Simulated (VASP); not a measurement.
# Ti (Fd-3m) in VASP: notebook

The runs below take Ti through single point, with BLYP.

Program: VASP 6.6.1. These are calculated values, not measurements. Logs are shortened: lines on timing, memory, paths and dates and some standing lists are left out, and cuts for length are marked.

## Step 1: The cell of the first run

It takes space group Fd-3m (No. 227, cubic). The conventional cell has a = 5.666 Å, b = 5.666 Å, c = 5.666 Å, α = 90.00°, β = 90.00°, γ = 90.00°. Within 3.2 Å of Ti (site symmetry -43m) lie 4 Ti at 2.45 Å.

## Step 2: Single point, BLYP (volume scaled by 0.92)

File INCAR:

```
PREC = Accurate
ENCUT = 520
EDIFF = 1E-7
ISMEAR = -1
SIGMA = 0.1
LREAL = False
LASPH = True
NELM = 100
ALGO = Normal
ISIF = 2
LWAVE = False
LCHARG = True
GGA = B5
ALDAX = 1.0
AGGAX = 1.0
AGGAC = 1.0
ALDAC = 0.0
LELF = True
LVHAR = True
NBANDS = 19
```

File KPOINTS:

```
regular mesh
0
Gamma
  11 11 11
```

File POSCAR:

```
Ti
1.0
    0.0000000000      2.8329903708      2.8329903708
    2.8329903708      0.0000000000      2.8329903708
    2.8329903708      2.8329903708      0.0000000000
Ti
2
Direct
    0.1250000000      0.1250000000      0.1250000000
    0.8750000000      0.8750000000      0.8750000000
```

Potentials or basis: VASP PAW PBE potentials, release 64 (Ti_sv).

Run with:

```console
> cat potpaw_PBE.64/Ti_sv/POTCAR > POTCAR
> mpirun -np 1 vasp_std > vasp.out
```

OUTCAR:

```text
PREC = Accurate
   ENCUT = 520
   EDIFF = 1E-7
   ISMEAR = -1
   LREAL = False
   LASPH = True
   NELM = 100
   ISIF = 2
   GGA = B5

 ion  position               nearest neighbor table
   1  0.125  0.125  0.125-   2 2.45   2 2.45   2 2.45   2 2.45
   2  0.875  0.875  0.875-   1 2.45   1 2.45   1 2.45   1 2.45

  LATTYP: Found a face centered cubic cell.
 ALAT       =     5.6659807416

  Lattice vectors:

 A1 = (   0.0000000000,   2.8329903708,   2.8329903708)
 A2 = (   2.8329903708,   0.0000000000,   2.8329903708)
 A3 = (   2.8329903708,   2.8329903708,   0.0000000000)

Analysis of symmetry for initial positions (statically):
=====================================================================
 Subroutine PRICEL returns:
 Original cell was already a primitive cell.

 Routine SETGRP: Setting up the symmetry group for a
 face centered cubic supercell.

 Subroutine GETGRP returns: Found 48 space group operations
 (whereof 12 operations were pure point group operations)
 out of a pool of 48 trial point group operations.

The static configuration has the point symmetry D_3d.
 The point group associated with its full space group is O_h .

Analysis of symmetry for dynamics (positions and initial velocities):
=====================================================================
 Subroutine PRICEL returns:
 Original cell was already a primitive cell.

 Routine SETGRP: Setting up the symmetry group for a
 face centered cubic supercell.

 Subroutine GETGRP returns: Found 48 space group operations
 (whereof 12 operations were pure point group operations)
 out of a pool of 48 trial point group operations.

The dynamic configuration has the point symmetry D_3d.
 The point group associated with its full space group is O_h .

 Subroutine INISYM returns: Found 48 space group operations
 (whereof 12 operations are pure point group operations),
 and found     1 'primitive' translations

----------------------------------------------------------------------------------------

                                     Primitive cell

  volume of cell :      45.4742

  direct lattice vectors                    reciprocal lattice vectors
     0.000000000  2.832990371  2.832990371    -0.176491952  0.176491952  0.176491952
     2.832990371  0.000000000  2.832990371     0.176491952 -0.176491952  0.176491952
     2.832990371  2.832990371  0.000000000     0.176491952  0.176491952 -0.176491952

  length of vectors
     4.006453404  4.006453404  4.006453404     0.305693028  0.305693028  0.305693028

  position of ions in fractional coordinates (direct lattice)
     0.125000000  0.125000000  0.125000000
     0.875000000  0.875000000  0.875000000

  ion indices of the primitive-cell ions
   primitive index   ion index
                 1           1
                 2           2

----------------------------------------------------------------------------------------

 KPOINTS: regular mesh

Automatic generation of k-mesh.
 Grid dimensions read from file:
 generate k-points for:   11   11   11

 Generating k-lattice:

  Cartesian coordinates                     Fractional coordinates (reciprocal lattice)
    -0.016044723  0.016044723  0.016044723     0.090909091  0.000000000  0.000000000
     0.016044723 -0.016044723  0.016044723     0.000000000  0.090909091  0.000000000
     0.016044723  0.016044723 -0.016044723     0.000000000  0.000000000  0.090909091

  Length of vectors
     0.027790275  0.027790275  0.027790275

  Shift w.r.t. Gamma in fractional coordinates (k-lattice)
     0.000000000  0.000000000  0.000000000

 Subroutine IBZKPT returns following result:
 ===========================================

 Found     56 irreducible k-points:

 Following reciprocal coordinates:
            Coordinates               Weight
  0.000000  0.000000  0.000000      1.000000
  0.090909  0.000000  0.000000      8.000000
  0.181818  0.000000  0.000000      8.000000
  0.272727  0.000000  0.000000      8.000000
  0.363636  0.000000  0.000000      8.000000
  0.454545  0.000000  0.000000      8.000000
[... 16 lines left out ...]
 -0.272727  0.181818  0.000000     24.000000
 -0.181818  0.181818  0.000000     12.000000
 [... further k-points ...]
   k-points           NKPTS =     56   k-points in BZ     NKDIM =     56   number of bands    NBANDS=     19
   number of dos      NEDOS =    301   number of ions     NIONS =      2
   total plane-waves  NPLWV =  27000
   dimension x,y,z NGX =    30 NGY =   30 NGZ =   30
   dimension x,y,z NGXF=    60 NGYF=   60 NGZF=   60
   ions per type =               2
   NGX,Y,Z   is equivalent  to a cutoff of  12.45, 12.45, 12.45 a.u.
   NGXF,Y,Z  is equivalent  to a cutoff of  24.90, 24.90, 24.90 a.u.
 SYSTEM =  unknown system
   PREC   = accura    normal or accurate (medium, high low for compatibility)
   ISTART =      0    job   : 0-new  1-cont  2-samecut
   ICHARG =      2    charge: 1-file 2-atom 10-const
   ISPIN  =      1    spin polarized calculation?
   LNONCOLLINEAR =      F non collinear calculations
   LSORBIT =      F    spin-orbit coupling
   LASPH  =      T    aspherical Exc in radial PAW
   ENCUT  =  520.0 eV  38.22 Ry    6.18 a.u.   7.45  7.45  7.45*2*pi/ulx,y,z
   NELM   =    100;   NELMIN=  2; NELMDL= -5     # of ELM steps
   EDIFF  = 0.1E-06   stopping-criterion for ELM
   LREAL  =      F    real-space projection
   EDIFFG = 0.1E-05   stopping-criterion for IOM
   NSW    =      0    number of steps for IOM
   IBRION =     -1    ionic relax: 0-MD 1-quasi-New 2-CG
   NFREE  =      0    steps in history (QN), initial steepest desc. (CG)
   ISIF   =      2    stress and relaxation
   ISYM   =      2    0-nonsym 1-usesym 2-fastsym
   POTIM  = 0.5000    time-step for ionic-motion
   TEBEG  =    0.0;   TEEND  =   0.0 temperature during run
   PSTRESS=    0.0 pullay stress
   NELECT =      24.0000    total number of electrons
   NUPDOWN=      -1.0000    fix difference up-down
   EMIN   =  10.00;   EMAX   =-10.00  energy-range for DOS
   EFERMI =   0.00;   METHOD = LEGACY
   ISMEAR =    -1;   SIGMA  =   0.10  broadening in eV -4-tet -1-fermi 0-gaus
   EFERMI_NEDOS =   21; number of points for ismear=-14 and -15
   IALGO  =     38    algorithm
   IMIX   =      4    mixing-type and parameters
     AMIX     =   0.40;   BMIX     =  1.00
     AMIX_MAG =   1.60;   BMIX_MAG =  1.00
  volume/ion in A,a.u.               =      22.74       153.44
  Fermi-wavevector in a.u.,A,eV,Ry     =   1.322991  2.500090 23.814340  1.750305
  Thomas-Fermi vector in A             =   2.452632
   LORBIT       =      0    0 simple, 1 ext, 2 COOP (PROOUT), +10 PAW based schemes
   GGA     = B5    functional components
   LHFCALC =     F    Hartree Fock is set to
   AEXX    =    0.0000 exact exchange contribution
   IVDW    =     0    specifies the selected vdW correction
   LEPSILON=     F    determine dielectric tensor
   LRPA    =     F    only Hartree local field effects (RPA)
 non-spin polarized calculation
  energy-cutoff  :      520.00
  volume of cell :       45.47
 maximum number of plane-waves:      1245
 NGX is ok and might be reduce to    30
   NGX = 15   NGY = 15   NGZ = 15

 number of electron      23.9999998 magnetization

 Free energy of the ion-electron system (eV)
  ---------------------------------------------------
  ext. energy  EPLUGINS =         0.00000000
  ---------------------------------------------------
  free energy    TOTEN  =        -9.60097611 eV

  energy without entropy =       -9.39268909  energy(sigma->0) =       -9.49683260

 E-fermi :   5.8632     XC(G=0):  -9.3811

 val. band max:        5.8616984034   @ k =   0.0909   0.0000   0.0000
 cond. band min:       5.8685955495   @ k =   0.3636   0.3636   0.0000
 fundamental gap:      0.0068971461
 Fermi energy:         5.8632202754

 k-point     1 :       0.0000    0.0000    0.0000
  band No.  band energies     occupation
      1     -50.5719      2.00000
      2     -50.0520      2.00000
      3     -27.1851      2.00000
      4     -27.1851      2.00000
      5     -27.1851      2.00000
      6     -26.4409      2.00000
[... 11 lines left out ...]
     18       9.7394      0.00000
     19       9.7394      0.00000

 k-point     2 :       0.0909    0.0000    0.0000
  band No.  band energies     occupation
      1     -50.5642      2.00000
      2     -50.0600      2.00000
      3     -27.1933      2.00000
      4     -27.1933      2.00000
      5     -27.1856      2.00000
      6     -26.4416      2.00000
[... 11 lines left out ...]
     18       9.7314      0.00000
     19       9.7314      0.00000

 k-point     3 :       0.1818    0.0000    0.0000
  band No.  band energies     occupation
      1     -50.5422      2.00000
      2     -50.0828      2.00000
      3     -27.2143      2.00000
      4     -27.2143      2.00000
      5     -27.1873      2.00000
      6     -26.4432      2.00000
[... 11 lines left out ...]
     18       9.6994      0.00000
     19       9.6994      0.00000

 k-point     4 :       0.2727    0.0000    0.0000
  band No.  band energies     occupation
      1     -50.5096      2.00000
      2     -50.1167      2.00000
      3     -27.2403      2.00000
      4     -27.2403      2.00000
      5     -27.1903      2.00000
      6     -26.4444      2.00000
[... 11 lines left out ...]
     18       9.6234      0.00000
     19       9.6234      0.00000

 k-point     5 :       0.3636    0.0000    0.0000
  band No.  band energies     occupation
      1     -50.4737      2.00000
      2     -50.1537      2.00000
      3     -27.2627      2.00000
      4     -27.2627      2.00000
      5     -27.1938      2.00000
      6     -26.4446      2.00000
[... 11 lines left out ...]
     18       9.4885      0.00000
     19       9.4885      0.00000
[... 334 lines left out ...]
      2     -50.2114      2.00000
      3     -27.3551      2.00000
      4     -27.3036      2.00000
      5     -27.0663      2.00000
      6     -26.5667      2.00000
[... 11 lines left out ...]
     18       9.3740      0.00000
     19       9.4473      0.00000

 k-point    22 :      -0.3636    0.1818    0.0000
  band No.  band energies     occupation
      1     -50.4289      2.00000
      2     -50.1994      2.00000
      3     -27.3548      2.00000
      4     -27.2886      2.00000
      5     -27.0793      2.00000
      6     -26.5528      2.00000
[... 11 lines left out ...]
     18       8.9676      0.00000
     19       9.7211      0.00000

 k-point    23 :      -0.2727    0.1818    0.0000
  band No.  band energies     occupation
      1     -50.4615      2.00000
      2     -50.1661      2.00000
      3     -27.3356      2.00000
      4     -27.2648      2.00000
      5     -27.1045      2.00000
      6     -26.5272      2.00000
[... 11 lines left out ...]
     18       8.8930      0.00000
     19       9.8590      0.00000

 k-point    24 :      -0.1818    0.1818    0.0000
  band No.  band energies     occupation
      1     -50.4972      2.00000
      2     -50.1294      2.00000
      3     -27.3000      2.00000
      4     -27.2389      2.00000
      5     -27.1360      2.00000
      6     -26.4954      2.00000
[... 11 lines left out ...]
     18       9.1900      0.00000
     19       9.8830      0.00000

 [... further k-points ...]

------------------------ aborting loop because EDIFF is reached ----------------------------------------

  FORCE on cell =-STRESS in cart. coord.  units (eV):
  Direction    XX          YY          ZZ          XY          YZ          ZX
  --------------------------------------------------------------------------------------
  -------------------------------------------------------------------------------------
  Total        0.7580817      0.7580817      0.7580817     -0.0000000      0.0000000      0.0000000
  in kB       26.7092270     26.7092270     26.7092270     -0.0000000      0.0000000      0.0000000
  external PRESSURE =      26.7092270 kB  Pullay stress =       0.0000000 kB

 VOLUME and BASIS-vectors are now :
 -----------------------------------------------------------------------------
  energy-cutoff  :      520.00
  volume of cell :       45.47
      direct lattice vectors                 reciprocal lattice vectors
     0.000000000  2.832990371  2.832990371    -0.176491952  0.176491952  0.176491952
     2.832990371  0.000000000  2.832990371     0.176491952 -0.176491952  0.176491952
     2.832990371  2.832990371  0.000000000     0.176491952  0.176491952 -0.176491952

 POSITION                                       TOTAL-FORCE (eV/Angst)
 -----------------------------------------------------------------------------------
      0.70825      0.70825      0.70825         0.000000     -0.000000     -0.000000
      4.95773      4.95773      4.95773        -0.000000      0.000000      0.000000
 -----------------------------------------------------------------------------------
    total drift:                               -0.000000      0.000000      0.000000

  FREE ENERGIE OF THE ION-ELECTRON SYSTEM (eV)
  ---------------------------------------------------
  free  energy   TOTEN  =        -9.6009761122 eV

  energy  without entropy=       -9.3926890911  energy(sigma->0) =       -9.49683260
```

Wall time 72 s (1 thread of Intel Xeon Platinum 8259CL at 2.50GHz (Skylake/Cascade Lake), shared host); peak memory 0.19 GiB.

Results:

```yaml
Free_energy: -9.6010 eV
Pressure: 2.7 GPa
Band_gap_on_the_k_mesh: zero (band 12 reaches 5.92 eV, above the bottom of band 13 at 5.74 eV)
```

Levels at points of the mesh, in eV from the Fermi level:
```
           k point  band 10  band 11  band 12  band 13  band 14  band 15
(0.00, 0.00, 0.00)    -0.63    -0.63    -0.12    -0.12    -0.12     1.69
```

Caveat: the PAW data sets were made with another functional, which shifts forces and pressure a little.

[end of part 1 of 2]
